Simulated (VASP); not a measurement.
# C (P6_3/mmc) in VASP: a series of runs

The runs below take C through single point, with PBEsol+D3(BJ).

All numbers are computed with VASP 6.6.1; they aren't measurements. Logs are shortened: lines on timing, memory, paths and dates and some standing lists are left out, and cuts for length are marked.

## 1. The cell of the first run

It takes space group P6_3/mmc (No. 194, hexagonal). Conventional cell: a = 2.497 Å, b = 2.497 Å, c = 6.070 Å, α = 90.00°, β = 90.00°, γ = 120.00°. C (site symmetry -6m2) has 3 C at 1.44 Å within 1.9 Å. Within 1.9 Å of C (site symmetry -6m2) lie 3 C at 1.44 Å.

## 2. Single point, PBEsol+D3(BJ) (8.19 Å³/atom)

File INCAR:

```
SYSTEM = C
PREC = Accurate
ENCUT = 520
EDIFF = 1E-6
ISMEAR = 0
SIGMA = 0.15
LREAL = .False.
LASPH = .True.
NELM = 60
ALGO = Normal
ISIF = 2
LWAVE = .False.
LCHARG = .False.
GGA = PS
IVDW = 12
NBANDS = 16
```

File KPOINTS:

```
Automatic mesh
0
Gamma
  21 21 8
  0 0 0
```

File POSCAR:

```
C
1.0
    2.4970392209      0.0000000000      0.0000000000
   -1.2485196105      2.1624993996      0.0000000000
    0.0000000000      0.0000000000      6.0698029382
C
4
Direct
    0.0000000000      0.0000000000      0.0025000000
    0.0000000000      0.0000000000      0.5025000000
    0.3333333333      0.6666666667      0.0025000000
    0.6666666667      0.3333333333      0.5025000000
```

Potentials or basis: VASP PAW PBE potentials, release 64 (C).

Run with:

```
> cat potpaw_PBE.64/C/POTCAR > POTCAR
> mpirun -np 1 vasp_std > vasp.out
```

OUTCAR:

```text
SYSTEM = C
   PREC = Accurate
   ENCUT = 520
   EDIFF = 1E-6
   ISMEAR = 0
   LREAL = .False.
   LASPH = .True.
   NELM = 60
   ISIF = 2
   GGA = PS
   IVDW = 12
 IVDW          = 12

 ion  position               nearest neighbor table
   1  0.000  0.000  0.002-   3 1.44   3 1.44   3 1.44
   2  0.000  0.000  0.502-   4 1.44   4 1.44   4 1.44
   3  0.333  0.667  0.002-   1 1.44   1 1.44   1 1.44
   4  0.667  0.333  0.502-   2 1.44   2 1.44   2 1.44

  LATTYP: Found a hexagonal cell.
 ALAT       =     2.4970392209
 C/A-ratio  =     2.4308000000

  Lattice vectors:

 A1 = (   2.4970392209,   0.0000000000,   0.0000000000)
 A2 = (  -1.2485196105,   2.1624993996,   0.0000000000)
 A3 = (   0.0000000000,   0.0000000000,   6.0698029382)

Analysis of symmetry for initial positions (statically):
=====================================================================
 Subroutine PRICEL returns:
 Original cell was already a primitive cell.

 Routine SETGRP: Setting up the symmetry group for a
 hexagonal supercell.

 Subroutine GETGRP returns: Found 24 space group operations
 (whereof  6 operations were pure point group operations)
 out of a pool of 24 trial point group operations.

The static configuration has the point symmetry C_3v.
 The point group associated with its full space group is D_6h.

Analysis of symmetry for dynamics (positions and initial velocities):
=====================================================================
 Subroutine PRICEL returns:
 Original cell was already a primitive cell.

 Routine SETGRP: Setting up the symmetry group for a
 hexagonal supercell.

 Subroutine GETGRP returns: Found 24 space group operations
 (whereof  6 operations were pure point group operations)
 out of a pool of 24 trial point group operations.

The dynamic configuration has the point symmetry C_3v.
 The point group associated with its full space group is D_6h.

 Subroutine INISYM returns: Found 24 space group operations
 (whereof  6 operations are pure point group operations),
 and found     1 'primitive' translations

----------------------------------------------------------------------------------------

                                     Primitive cell

  volume of cell :      32.7760

  direct lattice vectors                    reciprocal lattice vectors
     2.497039221  0.000000000  0.000000000     0.400474286  0.231213937  0.000000000
    -1.248519611  2.162499400  0.000000000     0.000000000  0.462427874  0.000000000
     0.000000000  0.000000000  6.069802938     0.000000000  0.000000000  0.164749994

  length of vectors
     2.497039221  2.497039221  6.069802938     0.462427874  0.462427874  0.164749994

  position of ions in fractional coordinates (direct lattice)
     0.000000000  0.000000000  0.002500000
     0.000000000  0.000000000  0.502500000
     0.333333333  0.666666667  0.002500000
     0.666666667  0.333333333  0.502500000

  ion indices of the primitive-cell ions
   primitive index   ion index
                 1           1
                 2           2
                 3           3
                 4           4

----------------------------------------------------------------------------------------

 KPOINTS: Automatic mesh

Automatic generation of k-mesh.
 Grid dimensions read from file:
 generate k-points for:   21   21    8

 Generating k-lattice:

  Cartesian coordinates                     Fractional coordinates (reciprocal lattice)
     0.019070204  0.011010187  0.000000000     0.047619048 -0.000000000  0.000000000
     0.000000000  0.022020375  0.000000000     0.000000000  0.047619048  0.000000000
     0.000000000  0.000000000  0.020593749     0.000000000  0.000000000  0.125000000

  Length of vectors
     0.022020375  0.022020375  0.020593749

  Shift w.r.t. Gamma in fractional coordinates (k-lattice)
     0.000000000  0.000000000  0.000000000

 Subroutine IBZKPT returns following result:
 ===========================================

 Found    240 irreducible k-points:

 Following reciprocal coordinates:
            Coordinates               Weight
  0.000000  0.000000  0.000000      1.000000
  0.047619  0.000000  0.000000      6.000000
  0.095238  0.000000  0.000000      6.000000
  0.142857  0.000000  0.000000      6.000000
  0.190476  0.000000  0.000000      6.000000
  0.238095  0.000000  0.000000      6.000000
[... 16 lines left out ...]
  0.142857  0.095238  0.000000     12.000000
  0.190476  0.095238  0.000000     12.000000
 [... further k-points ...]
   k-points           NKPTS =    240   k-points in BZ     NKDIM =    240   number of bands    NBANDS=     16
   number of dos      NEDOS =    301   number of ions     NIONS =      4
   total plane-waves  NPLWV =  19200
   dimension x,y,z NGX =    20 NGY =   20 NGZ =   48
   dimension x,y,z NGXF=    40 NGYF=   40 NGZF=   96
   ions per type =               4
   NGX,Y,Z   is equivalent  to a cutoff of  13.32, 13.32, 13.15 a.u.
   NGXF,Y,Z  is equivalent  to a cutoff of  26.63, 26.63, 26.29 a.u.
 SYSTEM =  C
   PREC   = accura    normal or accurate (medium, high low for compatibility)
   ISTART =      0    job   : 0-new  1-cont  2-samecut
   ICHARG =      2    charge: 1-file 2-atom 10-const
   ISPIN  =      1    spin polarized calculation?
   LNONCOLLINEAR =      F non collinear calculations
   LSORBIT =      F    spin-orbit coupling
   LASPH  =      T    aspherical Exc in radial PAW
   ENCUT  =  520.0 eV  38.22 Ry    6.18 a.u.   4.64  4.64 11.29*2*pi/ulx,y,z
   NELM   =     60;   NELMIN=  2; NELMDL= -5     # of ELM steps
   EDIFF  = 0.1E-05   stopping-criterion for ELM
   LREAL  =      F    real-space projection
   EDIFFG = 0.1E-04   stopping-criterion for IOM
   NSW    =      0    number of steps for IOM
   IBRION =     -1    ionic relax: 0-MD 1-quasi-New 2-CG
   NFREE  =      0    steps in history (QN), initial steepest desc. (CG)
   ISIF   =      2    stress and relaxation
   ISYM   =      2    0-nonsym 1-usesym 2-fastsym
   POTIM  = 0.5000    time-step for ionic-motion
   TEBEG  =    0.0;   TEEND  =   0.0 temperature during run
   PSTRESS=    0.0 pullay stress
   NELECT =      16.0000    total number of electrons
   NUPDOWN=      -1.0000    fix difference up-down
   EMIN   =  10.00;   EMAX   =-10.00  energy-range for DOS
   EFERMI =   0.00;   METHOD = LEGACY
   ISMEAR =     0;   SIGMA  =   0.15  broadening in eV -4-tet -1-fermi 0-gaus
   EFERMI_NEDOS =   21; number of points for ismear=-14 and -15
   IALGO  =     38    algorithm
   IMIX   =      4    mixing-type and parameters
     AMIX     =   0.40;   BMIX     =  1.00
     AMIX_MAG =   1.60;   BMIX_MAG =  1.00
  volume/ion in A,a.u.               =       8.19        55.30
  Fermi-wavevector in a.u.,A,eV,Ry     =   1.289029  2.435912 22.607399  1.661597
  Thomas-Fermi vector in A             =   2.420947
   LORBIT       =      0    0 simple, 1 ext, 2 COOP (PROOUT), +10 PAW based schemes
   GGA     = PS    functional components
   LHFCALC =     F    Hartree Fock is set to
   AEXX    =    0.0000 exact exchange contribution
   IVDW    =    12    specifies the selected vdW correction
   LEPSILON=     F    determine dielectric tensor
   LRPA    =     F    only Hartree local field effects (RPA)
 non-spin polarized calculation
 Gauss-broadening in eV      SIGMA  =   0.15
  energy-cutoff  :      520.00
  volume of cell :       32.78
 maximum number of plane-waves:       897
 NGX is ok and might be reduce to    20
   NGX =  9   NGY =  9   NGZ = 23

 number of electron      16.0000000 magnetization

 Free energy of the ion-electron system (eV)
  ---------------------------------------------------
  ext. energy  EPLUGINS =         0.00000000
  ---------------------------------------------------
  free energy    TOTEN  =       -38.43440299 eV

  energy without entropy =      -38.43356597  energy(sigma->0) =      -38.43398448

 E-fermi :   5.2432     XC(G=0): -11.1533

 val. band max:        5.2416070421   @ k =   0.3333   0.3333   0.2500
 cond. band min:       5.2448573422   @ k =   0.3333   0.3333   0.5000
 fundamental gap:      0.0032503001
 Fermi energy:         5.2432099831

 k-point     1 :       0.0000    0.0000    0.0000
  band No.  band energies     occupation
      1     -14.1835      2.00000
      2     -13.5323      2.00000
      3      -3.5595      2.00000
      4      -0.2764      2.00000
      5       2.2967      2.00000
      6       2.2967      2.00000
[... 8 lines left out ...]
     15      16.5555      0.00000
     16      16.8569      0.00000

 k-point     2 :       0.0476    0.0000    0.0000
  band No.  band energies     occupation
      1     -14.1301      2.00000
      2     -13.4807      2.00000
      3      -3.4949      2.00000
      4      -0.2183      2.00000
      5       2.0720      2.00000
      6       2.1400      2.00000
[... 8 lines left out ...]
     15      16.3851      0.00000
     16      16.9556      0.00000

 k-point     3 :       0.0952    0.0000    0.0000
  band No.  band energies     occupation
      1     -13.9701      2.00000
      2     -13.3262      2.00000
      3      -3.3015      2.00000
      4      -0.0449      2.00000
      5       1.4456      2.00000
      6       1.5472      2.00000
[... 8 lines left out ...]
     15      15.8952      0.00000
     16      17.2685      0.00000

 k-point     4 :       0.1429    0.0000    0.0000
  band No.  band energies     occupation
      1     -13.7039      2.00000
      2     -13.0693      2.00000
      3      -2.9805      2.00000
      4       0.2415      2.00000
      5       0.5221      2.00000
      6       0.6657      2.00000
[... 8 lines left out ...]
     15      15.2978      0.00000
     16      17.7904      0.00000
[... 324 lines left out ...]
 k-point    22 :       0.0952    0.0952    0.0000
  band No.  band energies     occupation
      1     -13.5447      2.00000
      2     -12.9155      2.00000
      3      -2.7887      2.00000
      4       0.2026      2.00000
      5       0.2965      2.00000
      6       0.4119      2.00000
[... 8 lines left out ...]
     15      15.2318      0.00000
     16      18.3668      0.00000

 k-point    23 :       0.1429    0.0952    0.0000
  band No.  band energies     occupation
      1     -13.1743      2.00000
      2     -12.5578      2.00000
      3      -2.3438      2.00000
      4      -0.7427      2.00000
      5      -0.6061      2.00000
      6       0.4257      2.00000
[... 8 lines left out ...]
     15      15.9656      0.00000
     16      18.9940      0.00000

 k-point    24 :       0.1905    0.0952    0.0000
  band No.  band energies     occupation
      1     -12.7007      2.00000
      2     -12.1005      2.00000
      3      -1.8483      2.00000
      4      -1.7776      2.00000
      5      -1.6491      2.00000
      6      -0.1528      2.00000
[... 8 lines left out ...]
     15      17.0359      0.00000
     16      19.1173      0.00000

 [... further k-points ...]

------------------------ aborting loop because EDIFF is reached ----------------------------------------

 Edisp (eV)   -0.48164

 E8    (eV) :    -0.2340

  FORCE on cell =-STRESS in cart. coord.  units (eV):
  Direction    XX          YY          ZZ          XY          YZ          ZX
  --------------------------------------------------------------------------------------
  -------------------------------------------------------------------------------------
  Total      -4.18071    -4.18071     0.94706     0.00000     0.00000     0.00000
  in kB    -204.36396  -204.36396    46.29485     0.00000     0.00000     0.00000
  external pressure =     -120.81 kB  Pullay stress =        0.00 kB

 VOLUME and BASIS-vectors are now :
 -----------------------------------------------------------------------------
  energy-cutoff  :      520.00
  volume of cell :       32.78
      direct lattice vectors                 reciprocal lattice vectors
     2.497039221  0.000000000  0.000000000     0.400474286  0.231213937  0.000000000
    -1.248519611  2.162499400  0.000000000     0.000000000  0.462427874  0.000000000
     0.000000000  0.000000000  6.069802938     0.000000000  0.000000000  0.164749994

 POSITION                                       TOTAL-FORCE (eV/Angst)
 -----------------------------------------------------------------------------------
      0.00000      0.00000      0.01517         0.000000      0.000000      0.000000
      0.00000      0.00000      3.05008        -0.000000     -0.000000     -0.000000
     -0.00000      1.44167      0.01517        -0.000000     -0.000000      0.000000
      1.24852      0.72083      3.05008         0.000000      0.000000      0.000000
 -----------------------------------------------------------------------------------
    total drift:                               -0.000000     -0.000000      0.000026

  FREE ENERGIE OF THE ION-ELECTRON SYSTEM (eV)
  ---------------------------------------------------
  free  energy   TOTEN  =       -38.9160429748 eV

  energy  without entropy=      -38.9152059583  energy(sigma->0) =      -38.91562447
```

Wall time 2.1 min (1 thread of AMD EPYC 7R13, shared host); peak memory 0.19 GiB.

Results:

- Free energy: -38.9160 eV
- Pressure: -12.1 GPa
- Band gap on the k mesh: zero (bands 8 and 9 overlap by 0.09 eV)
- Dispersion energy per atom: -0.120 eV

Stress tensor (GPa, compression positive):
```
-20.44   0.00   0.00
  0.00 -20.44   0.00
  0.00   0.00   4.63
```

Caveat: the cell stands under tension; the PAW data sets were made with another functional, which shifts forces and pressure a little.

(Continued in part 2 of 2.)
